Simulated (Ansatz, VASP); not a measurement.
**Two plane-wave programs on Cu**

```
CELL_PARAMETERS angstrom
-2.29160 2.29160 1.19702
2.29160 -2.29160 1.19702
2.29160 2.29160 -1.19702
ATOMIC_POSITIONS crystal
Cu 0.00000 0.00000 0.00000
Cu 0.75000 0.25000 0.50000
```

Alike in both runs: functional r2SCAN; k mesh 8 × 8 × 8; occupations gaussian, width 0.1 eV; no spin polarisation.

Ansatz relaxed the structure, and its values are those at the end. VASP's run is a single point on that final structure, the one shown.

|  | VASP | Ansatz |
| --- | --- | --- |
| version | VASP 6.6.1 | Ansatz 0.2.0 |
| potentials or method | VASP PAW PBE potentials, release 64 (Cu), cutoff 520 eV | scalar-relativistic, plane waves, PAW |
| valence electrons in the cell | 22 | 38 |

Ansatz gave:

* gap on the k mesh at the Fermi level (eV): none
* pressure (GPa): 0.1

Task: Estimate VASP's values.

Result: gap on the k mesh at the Fermi level (eV): none; pressure (GPa): 0.6.

VASP's potentials were made for PBE, not for r2SCAN. A gap of «none» marks a metal or a gap that the smearing closes. The functional is the same, so the differences come from potentials, cutoffs and numerics. VASP's potentials hold 22 valence electrons a cell and Ansatz's 38, so a difference there can come from the potentials and not from the codes.

The k mesh is coarse, so the values compare programs but aren't converged.
